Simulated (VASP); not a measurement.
# SiC (P4_3) in VASP: notebook, part 2 of 2

VASP 6.6.1. Earlier steps stand in the parts before.

## Step 4: Relaxation of cell and atoms, PBE

Contents of INCAR:

```
SYSTEM = SiC
ALGO = Normal ; EDIFF = 1E-7
EDIFFG = -0.04 ; ENCUT = 600
GGA = PE ; IBRION = 2
ISIF = 3 ; ISMEAR = 0
LASPH = .TRUE. ; LCHARG = .FALSE.
LREAL = .FALSE. ; LWAVE = .FALSE.
NELM = 80 ; NSW = 90
PREC = Accurate ; SIGMA = 0.1
```

Contents of KPOINTS:

```
k-points
0
G
  4 4 6
  0 0 0
```

Contents of POSCAR:

```
SiC
1.0
    5.3655189800      0.0000000000      0.0000000000
    0.0000000000      5.3655189800      0.0000000000
    0.0000000000      0.0000000000      2.8690255600
Si C
4 4
Direct
    0.1032208100      0.3296015700      0.2416469600
    0.8967791900      0.6703984300      0.7416469600
    0.6703984300      0.1032208100      0.9916469600
    0.3296015700      0.8967791900      0.4916469600
    0.3296015700      0.1032208100      0.0083530400
    0.6703984300      0.8967791900      0.5083530400
    0.8967791900      0.3296015700      0.7583530400
    0.1032208100      0.6703984300      0.2583530400
```

Potentials or basis: VASP PAW PBE potentials, release 64 (Si, C).

Launch:

```bash
$ cat potpaw_PBE.64/Si/POTCAR potpaw_PBE.64/C/POTCAR > POTCAR
$ mpirun -np 1 vasp_std > vasp.out
```

OUTCAR:

```text
SYSTEM = SiC
   EDIFF = 1E-7
   EDIFFG = -0.04
   ENCUT = 600
   GGA = PE
   IBRION = 2
   ISIF = 3
   ISMEAR = 0
   LASPH = .TRUE.
   LREAL = .FALSE.
   NELM = 80
   NSW = 90
   PREC = Accurate

 ion  position               nearest neighbor table
   1  0.103  0.330  0.242-   7 1.77   8 1.83   5 1.84   7 1.85   2 2.57   2 2.57   3 2.72   4 2.72

   2  0.897  0.670  0.742-   8 1.77   7 1.83   6 1.84   8 1.85   1 2.57   1 2.57   3 2.72   4 2.72

   3  0.670  0.103  0.992-   6 1.77   5 1.83   7 1.84   6 1.85   4 2.57   4 2.57   2 2.72   1 2.72

   4  0.330  0.897  0.492-   5 1.77   6 1.83   8 1.84   5 1.85   3 2.57   3 2.57   2 2.72   1 2.72

   5  0.330  0.103  0.008-   4 1.77   3 1.83   1 1.84   4 1.85
   6  0.670  0.897  0.508-   3 1.77   4 1.83   2 1.84   3 1.85
   7  0.897  0.330  0.758-   1 1.77   2 1.83   3 1.84   1 1.85
   8  0.103  0.670  0.258-   2 1.77   1 1.83   4 1.84   2 1.85

  LATTYP: Found a simple tetragonal cell.
 ALAT       =     5.3655189800
 C/A-ratio  =     0.5347153874

  Lattice vectors:

 A1 = (   5.3655189800,   0.0000000000,   0.0000000000)
 A2 = (   0.0000000000,   5.3655189800,   0.0000000000)
 A3 = (   0.0000000000,   0.0000000000,   2.8690255600)

Analysis of symmetry for initial positions (statically):
=====================================================================
 Subroutine PRICEL returns:
 Original cell was already a primitive cell.

 Routine SETGRP: Setting up the symmetry group for a
 simple tetragonal supercell.

 Subroutine GETGRP returns: Found  4 space group operations
 (whereof  1 operations were pure point group operations)
 out of a pool of 16 trial point group operations.

The static configuration has the point symmetry C_1 .
 The point group associated with its full space group is C_1 .

Analysis of symmetry for dynamics (positions and initial velocities):
=====================================================================
 Subroutine PRICEL returns:
 Original cell was already a primitive cell.

 Routine SETGRP: Setting up the symmetry group for a
 simple tetragonal supercell.

 Subroutine GETGRP returns: Found  4 space group operations
 (whereof  1 operations were pure point group operations)
[... 156 lines left out ...]
 number of electron      32.0000001 magnetization

 Free energy of the ion-electron system (eV)
  ---------------------------------------------------
  ext. energy  EPLUGINS =         0.00000000
  ---------------------------------------------------
  free energy    TOTEN  =       -53.82688903 eV

  energy without entropy =      -53.82687705  energy(sigma->0) =      -53.82688304

------------------------ aborting loop because EDIFF is reached ----------------------------------------

  FORCE on cell =-STRESS in cart. coord.  units (eV):
  Direction    XX          YY          ZZ          XY          YZ          ZX
  --------------------------------------------------------------------------------------
  -------------------------------------------------------------------------------------
  Total       15.8251694     15.8251694     22.2069548      0.0000000     -0.0000000      0.0000000
  in kB      306.9736237    306.9736237    430.7662826      0.0000003     -0.0000000      0.0000000
  external PRESSURE =     348.2378434 kB  Pullay stress =       0.0000000 kB
[... 29 lines left out ...]
--------------------------------------- Ionic step        2  -------------------------------------------

 number of electron      32.0000001 magnetization

 E-fermi :   5.8081     XC(G=0):  -9.8804

 val. band max:        5.3325242897   @ k =   0.0000   0.0000   0.0000
 cond. band min:       6.5697286482   @ k =   0.5000   0.5000   0.3333
 fundamental gap:      1.2372043585
 Fermi energy:         5.8081270023

 k-point     1 :       0.0000    0.0000    0.0000
  band No.  band energies     occupation
      1      -8.9768      2.00000
      2      -6.5547      2.00000
      3      -5.9490      2.00000
      4      -5.9490      2.00000
      5      -2.4601      2.00000
      6      -0.8334      2.00000
[... 642 lines left out ...]
  FREE ENERGIE OF THE ION-ELECTRON SYSTEM (eV)
  ---------------------------------------------------
  free  energy   TOTEN  =       -55.2318430755 eV

  energy  without entropy=      -55.2318430742  energy(sigma->0) =      -55.23184307

[... ionic steps 4 to 8 ...]

--------------------------------------- Ionic step        9  -------------------------------------------

 number of electron      32.0000001 magnetization

------------------------ aborting loop because EDIFF is reached ----------------------------------------
[... 79 lines left out ...]
--------------------------------------- Ionic step       11  -------------------------------------------

 number of electron      32.0000000 magnetization

 Free energy of the ion-electron system (eV)
  ---------------------------------------------------
  ext. energy  EPLUGINS =         0.00000000
  ---------------------------------------------------
  free energy    TOTEN  =       -55.50138441 eV

  energy without entropy =      -55.50138441  energy(sigma->0) =      -55.50138441

 E-fermi :   7.2249     XC(G=0): -10.4756

 val. band max:        6.7847567514   @ k =   0.0000   0.0000   0.0000
 cond. band min:       7.7319261564   @ k =   0.5000   0.5000   0.0000
 fundamental gap:      0.9471694051
 Fermi energy:         7.2248887993

 k-point     1 :       0.0000    0.0000    0.0000
  band No.  band energies     occupation
      1      -8.9228      2.00000
      2      -6.8547      2.00000
      3      -4.9830      2.00000
      4      -4.9830      2.00000
      5      -0.5785      2.00000
      6      -0.4352      2.00000
[... 600 lines left out ...]
  FREE ENERGIE OF THE ION-ELECTRON SYSTEM (eV)
  ---------------------------------------------------
  free  energy   TOTEN  =       -55.5013844138 eV

  energy  without entropy=      -55.5013844138  energy(sigma->0) =      -55.50138441

 reached required accuracy - stopping structural energy minimisation
```

CONTCAR:

```text
SiC
   1.00000000000000
     5.6041629624152955    0.0000000019319106    0.0000000000000000
    -0.0000000019319106    5.6041629624152955   -0.0000000000000000
     0.0000000000000000   -0.0000000000000000    3.0267062446540169
  Si              C
     4     4
Direct
     0.0943388744532597    0.3340946101323960    0.2356149315481503
     0.9056611255467402    0.6659053898676041    0.7356149315481503
     0.6659053898676041    0.0943388744532597    0.9856149315481503
     0.3340946101323960    0.9056611255467402    0.4856149315481503
     0.3279297415437473    0.1209832271256820    0.0143850684518497
     0.6720702584562528    0.8790167728743179    0.5143850684518497
     0.8790167728743179    0.3279297415437473    0.7643850684518497
     0.1209832271256820    0.6720702584562528    0.2643850684518497

  0.00000000E+00  0.00000000E+00  0.00000000E+00
  0.00000000E+00  0.00000000E+00  0.00000000E+00
  0.00000000E+00  0.00000000E+00  0.00000000E+00
  0.00000000E+00  0.00000000E+00  0.00000000E+00
  0.00000000E+00  0.00000000E+00  0.00000000E+00
  0.00000000E+00  0.00000000E+00  0.00000000E+00
  0.00000000E+00  0.00000000E+00  0.00000000E+00
  0.00000000E+00  0.00000000E+00  0.00000000E+00
```

Wall time 10 min (1 thread of Intel Xeon 8259CL, shared host); peak memory 0.24 GiB.

Results:

```
Free energy                           : -55.5014 eV
Relaxed volume                        : 11.88 Å³/atom
Relaxed cell                          : a = 5.604 Å, b = 5.604 Å, c = 3.027 Å, α = 90.00°, β = 90.00°, γ = 90.00°
Space group after relaxing (to 0.1 Å) : P4_3 (No. 78)
Energy gained by relaxing             : 209.3 meV/atom
Ionic steps                           : 11
Pressure after relaxing               : 0.0 GPa
Largest force after relaxing          : 0.025 eV/Å
Band gap on the k mesh                : 0.95 eV (least direct gap 1.21 eV)
```

Forces on the atoms (eV/Å):
```
Si  -0.019 -0.015 -0.005
Si   0.019  0.015 -0.005
Si   0.015 -0.019 -0.005
Si  -0.015  0.019 -0.005
C   -0.006  0.008  0.005
C    0.006 -0.008  0.005
C   -0.008 -0.006  0.005
C    0.008  0.006  0.005
```

Stress tensor (GPa, compression positive):
```
 0.15  0.00  0.00
 0.00  0.15  0.00
 0.00  0.00 -0.36
```

Step by step:
```tsv
step	energy change (eV)	largest force (eV/Å)	pressure (GPa)	volume (Å³)
1	0.0000	3.0385	34.82	82.60
2	0.8988	2.7284	-22.46	112.39
3	-1.4050	1.4425	0.16	93.79
4	-1.4092	1.3808	1.29	93.27
5	-1.6219	0.5366	-2.13	96.39
6	-1.6219	0.5298	-2.10	96.35
7	-1.6626	0.3143	0.90	95.10
8	-1.6653	0.2658	0.28	95.34
9	-1.6718	0.1305	-0.60	95.42
10	-1.6721	0.1101	-0.45	95.41
11	-1.6745	0.0249	-0.02	95.06
```

Final structure:
```
CELL_PARAMETERS angstrom
5.60416 0.00000 0.00000
0.00000 5.60416 0.00000
0.00000 0.00000 3.02671
ATOMIC_POSITIONS crystal
Si 0.09434 0.33409 0.23561
Si 0.90566 0.66591 0.73561
Si 0.66591 0.09434 0.98562
Si 0.33409 0.90566 0.48562
C 0.32793 0.12098 0.01438
C 0.67207 0.87902 0.51439
C 0.87902 0.32793 0.76438
C 0.12098 0.67207 0.26439
```

Caveat: the volume moved by over 15 % at a fixed basis, so the end points are rough. A k mesh can miss the band edges.

## Step 5: Single point, PBE

This run uses another cell than the first one, of 11.88 Å³/atom.

Contents of INCAR:

```
PREC     = Accurate       # precision mode
ENCUT    = 520            # plane-wave cutoff, eV
EDIFF    = 1E-6           # SCF threshold, eV
ISMEAR   = 0              # smearing method
SIGMA    = 0.02           # smearing width, eV
LREAL    = F              # projectors in reciprocal space
LASPH    = T              # aspherical terms in the spheres
NELM     = 100            # most SCF steps
ALGO     = Normal         # electronic algorithm
ISIF     = 2              # what is computed and relaxed
LWAVE    = F              # write WAVECAR
LCHARG   = T              # write CHGCAR
GGA      = PE             # functional
LELF     = T              # ELF
LVHAR    = T            
NBANDS   = 26             # bands
```

Contents of KPOINTS:

```
Automatic mesh
0
Gamma
  6 6 10
```

Contents of POSCAR:

```
SiC
1.0
    5.6077355885      0.0000000000      0.0000000000
    0.0000000000      5.6077355885      0.0000000000
    0.0000000000      0.0000000000      3.0226556218
Si C
4 4
Direct
    0.0941374873      0.3339865009      0.2356484527
    0.9058625127      0.6660134991      0.7356484527
    0.6660134991      0.0941374873      0.9856484527
    0.3339865009      0.9058625127      0.4856484527
    0.3279709645      0.1211604427      0.0143515473
    0.6720290355      0.8788395573      0.5143515473
    0.8788395573      0.3279709645      0.7643515473
    0.1211604427      0.6720290355      0.2643515473
```

Launch:

```bash
$ cat potpaw_PBE.64/Si/POTCAR potpaw_PBE.64/C/POTCAR > POTCAR
$ mpirun -np 1 vasp_std > vasp.out
```

Wall time 4.1 min (1 thread of Intel Xeon 8259CL, shared host); peak memory 0.27 GiB.

It converged, with:

```
Free energy            : -55.5110 eV
Pressure               : 0.0 GPa
Largest force          : 0.012 eV/Å
Band gap on the k mesh : 0.92 eV (least direct gap 1.19 eV)
```

Forces on the atoms (eV/Å):
```
Si   0.002 -0.001 -0.004
Si  -0.002  0.001 -0.004
Si   0.001  0.002 -0.004
Si  -0.001 -0.002 -0.004
C   -0.006  0.010  0.004
C    0.006 -0.010  0.004
C   -0.010 -0.006  0.004
C    0.010  0.006  0.004
```

Stress tensor (GPa, compression positive):
```
-0.02  0.00  0.00
 0.00 -0.02  0.00
 0.00  0.00  0.07
```

Levels at points of the mesh, in eV from the valence-band top:
```tsv
k point	band 14	band 15	band 16	band 17	band 18	band 19
(0.00, 0.00, 0.00)	-0.90	-0.02	-0.01	3.39	3.83	3.83
(0.50, 0.00, 0.00)	-1.25	-0.27	-0.04	3.21	3.71	4.55
(0.50, 0.50, 0.00)	-0.49	-0.26	-0.26	0.92	3.53	4.16
(0.00, 0.00, 0.50)	-2.52	-2.02	-2.02	2.20	2.20	3.48
(0.50, 0.00, 0.50)	-2.04	-0.91	-0.91	2.04	2.04	3.63
(0.50, 0.50, 0.50)	-2.98	-1.56	-1.56	2.77	2.77	2.78
```

A k mesh can miss the band edges.

## Step 6: Relaxation of cell and atoms, PBE

This run uses another cell than the first one, of 11.88 Å³/atom.

Contents of INCAR:

```
PREC = Accurate
ENCUT = 600
EDIFF = 1E-6
ISMEAR = 0
SIGMA = 0.02
LREAL = False
LASPH = True
NELM = 80
ALGO = Normal
ISIF = 3
LWAVE = False
LCHARG = False
GGA = PE
IBRION = 2
NSW = 100
EDIFFG = -0.01
```

Contents of KPOINTS:

```
regular mesh
0
Gamma
  6 6 10
```

Contents of POSCAR:

```
SiC
1.0
    5.6068377108      0.0000000000      0.0000000000
    0.0000000000      5.6068377108      0.0000000000
    0.0000000000      0.0000000000      3.0237722310
Si C
4 4
Direct
    0.0940946380      0.3339486449      0.2356654909
    0.9059053620      0.6660513551      0.7356654909
    0.6660513551      0.0940946380      0.9856654909
    0.3339486449      0.9059053620      0.4856654909
    0.3279517065      0.1210930321      0.0143345091
    0.6720482935      0.8789069679      0.5143345091
    0.8789069679      0.3279517065      0.7643345091
    0.1210930321      0.6720482935      0.2643345091
```

Potentials or basis: VASP PAW PBE potentials, release 64 (Si, C).

Launch:

```bash
$ cat potpaw_PBE.64/Si/POTCAR potpaw_PBE.64/C/POTCAR > POTCAR
$ mpirun -np 1 vasp_std > vasp.out
```

OUTCAR:

```text
PREC = Accurate
   ENCUT = 600
   EDIFF = 1E-6
   ISMEAR = 0
   LREAL = False
   LASPH = True
   NELM = 80
   ISIF = 3
   GGA = PE
   IBRION = 2
   NSW = 100
   EDIFFG = -0.01

 ion  position               nearest neighbor table
   1  0.094  0.334  0.236-   7 1.87   5 1.90   8 1.90   7 2.00   2 2.62   2 2.62   3 2.85   4 2.85

   2  0.906  0.666  0.736-   8 1.87   6 1.90   7 1.90   8 2.00   1 2.62   1 2.62   3 2.85   4 2.85

   3  0.666  0.094  0.986-   6 1.87   7 1.90   5 1.90   6 2.00   4 2.62   4 2.62   2 2.85   1 2.85

   4  0.334  0.906  0.486-   5 1.87   8 1.90   6 1.90   5 2.00   3 2.62   3 2.62   2 2.85   1 2.85

   5  0.328  0.121  0.014-   4 1.87   1 1.90   3 1.90   4 2.00
   6  0.672  0.879  0.514-   3 1.87   2 1.90   4 1.90   3 2.00
[... 328 lines left out ...]

 number of electron      32.0000000 magnetization

 Free energy of the ion-electron system (eV)
  ---------------------------------------------------
  ext. energy  EPLUGINS =         0.00000000
  ---------------------------------------------------
  free energy    TOTEN  =       -55.51590803 eV

  energy without entropy =      -55.51590803  energy(sigma->0) =      -55.51590803

 E-fermi :   6.9183     XC(G=0): -10.4789

 val. band max:        6.8051185866   @ k =   0.1667   0.1667   0.0000
 cond. band min:       7.7318379014   @ k =   0.5000   0.5000   0.0000
 fundamental gap:      0.9267193148
 Fermi energy:         6.9183038821

 k-point     1 :       0.0000    0.0000    0.0000
  band No.  band energies     occupation
      1      -8.9227      2.00000
      2      -6.8546      2.00000
      3      -4.9872      2.00000
      4      -4.9872      2.00000
      5      -0.5850      2.00000
      6      -0.4362      2.00000
[... 565 lines left out ...]
     20      11.6680      0.00000
     21      12.1509      0.00000

 [... further k-points ...]
[... 5 lines left out ...]
  --------------------------------------------------------------------------------------
  -------------------------------------------------------------------------------------
  Total       -0.0069589     -0.0069589     -0.0091902     -0.0000000      0.0000000      0.0000000
  in kB       -0.1173832     -0.1173832     -0.1550213     -0.0000004      0.0000000      0.0000000
  external PRESSURE =      -0.1299292 kB  Pullay stress =       0.0000000 kB
[... 23 lines left out ...]
  FREE ENERGIE OF THE ION-ELECTRON SYSTEM (eV)
  ---------------------------------------------------
  free  energy   TOTEN  =       -55.5159080281 eV

  energy  without entropy=      -55.5159080281  energy(sigma->0) =      -55.51590803

 reached required accuracy - stopping structural energy minimisation
```

OSZICAR:

```text
N       E                     dE             d eps       ncg     rms          rms(c)
DAV:   1     0.119153841476E+03    0.11915E+03   -0.15740E+04  2772   0.151E+03
DAV:   2    -0.525037546589E+02   -0.17166E+03   -0.16222E+03  3814   0.243E+02
DAV:   3    -0.631154434271E+02   -0.10612E+02   -0.10490E+02  3488   0.604E+01
[... 24 lines left out ...]
       N       E                     dE             d eps       ncg     rms          rms(c)
DAV:   1    -0.555159080288E+02   -0.98019E-05   -0.35334E-03  2812   0.429E-01    0.128E-02
DAV:   2    -0.555159097945E+02   -0.17657E-05   -0.51701E-05  3740   0.449E-02    0.692E-03
DAV:   3    -0.555159081674E+02    0.16270E-05   -0.28750E-06  2739   0.122E-02    0.268E-03
DAV:   4    -0.555159080281E+02    0.13927E-06   -0.10878E-06  1712   0.620E-03
   4 F= -.55515908E+02 E0= -.55515908E+02  d E =-.103812E-04
```

Run time: 6.9 min. Hardware: 1 thread of Intel Xeon 8259CL, shared host; peak memory 0.31 GiB.

What came out:

```
Free energy                           : -55.5159 eV
Relaxed volume                        : 11.87 Å³/atom
Relaxed cell                          : a = 5.606 Å, b = 5.606 Å, c = 3.022 Å, α = 90.00°, β = 90.00°, γ = 90.00°
Space group after relaxing (to 0.1 Å) : P4_3 (No. 78)
Energy gained by relaxing             : 0.0 meV/atom
Ionic steps                           : 4
Pressure after relaxing               : 0.0 GPa
Largest force after relaxing          : 0.004 eV/Å
Band gap on the k mesh                : 0.93 eV (least direct gap 1.19 eV)
```

Forces on the atoms (eV/Å):
```
Si  -0.004  0.000 -0.001
Si   0.004  0.000 -0.001
Si   0.000 -0.004 -0.001
Si   0.000  0.004 -0.001
C    0.003 -0.002  0.001
C   -0.003  0.002  0.001
C    0.002  0.003  0.001
C   -0.002 -0.003  0.001
```

Final structure:
```
Si C
1.0
     5.60604    0.00000    0.00000
     0.00000    5.60604    0.00000
     0.00000    0.00000    3.02226
Si C
4 4
Cartesian
  0.5279 1.8725 0.7122
  5.0782 3.7336 2.2233
  3.7336 0.5279 2.9789
  1.8725 5.0782 1.4677
  1.8384 0.6800 0.0434
  3.7676 4.9261 1.5545
  4.9261 1.8384 2.3101
  0.6800 3.7676 0.7990
```

Levels at points of the mesh, in eV from the valence-band top:
```
           k point  band 12  band 13  band 14  band 15  band 16  band 17  band 18  band 19  band 20  band 21
(0.00, 0.00, 0.00)    -1.11    -0.90    -0.90    -0.02    -0.01     3.39     3.83     3.83     5.29     5.56
(0.50, 0.00, 0.00)    -2.30    -1.83    -1.25    -0.28    -0.04     3.21     3.71     4.55     4.56     5.06
(0.50, 0.50, 0.00)    -2.44    -1.48    -0.49    -0.26    -0.26     0.93     3.53     4.16     4.50     4.50
(0.00, 0.00, 0.50)    -3.78    -2.52    -2.52    -2.02    -2.02     2.20     2.20     3.49     3.49     6.15
(0.50, 0.00, 0.50)    -4.12    -2.05    -2.05    -0.91    -0.91     2.04     2.04     3.63     3.63     4.86
(0.50, 0.50, 0.50)    -3.23    -2.98    -2.98    -1.56    -1.56     2.76     2.76     2.78     2.78     4.80
```

## Step 7: Overview

```csv
task,cell,k mesh,cutoff (eV),smearing,gap on the mesh (eV),pressure (GPa),relaxed volume (Å³/atom),largest force (eV/Å)
single point,"a = 5.366, b = 5.366, c = 2.869 Å, 8 atoms, atomic positions A",4 × 4 × 6,520,gaussian 0.1 eV,0.47,35.0,-,3.04
single point,"a = 5.607, b = 5.607, c = 3.024 Å, 8 atoms, atomic positions B",4 × 4 × 6,520,gaussian 0.1 eV,0.94,0.0,-,0.01
relaxation of cell and atoms,"relaxed from a = 5.366, b = 5.366, c = 2.869 Å, 8 atoms, atomic positions A",4 × 4 × 6,600,gaussian 0.1 eV,0.95,0.0,11.88,0.02
single point,"a = 5.608, b = 5.608, c = 3.023 Å, 8 atoms, atomic positions C",6 × 6 × 10,520,gaussian 0.02 eV,0.92,0.0,-,0.01
relaxation of cell and atoms,"relaxed from a = 5.607, b = 5.607, c = 3.024 Å, 8 atoms, atomic positions B",6 × 6 × 10,600,gaussian 0.02 eV,0.93,0.0,11.87,-
```

Alike in all rows: level PBE; potentials or basis VASP PAW PBE potentials, release 64 (Si, C); no spin polarisation.

Caveats: the stress differs along the axes, from 31 to 43 GPa (at least some runs); semilocal functionals underestimate gaps, and a narrow one can read as zero (at least some runs); forces of over 1 eV/Å act on the atoms, so gaps and moduli don't describe the material at rest (at least some runs); the volume moved by over 15 % at a fixed basis, so the end points are rough (at least some runs).

Total energies depend on the potentials used, so only differences within one code and one set of settings carry meaning.
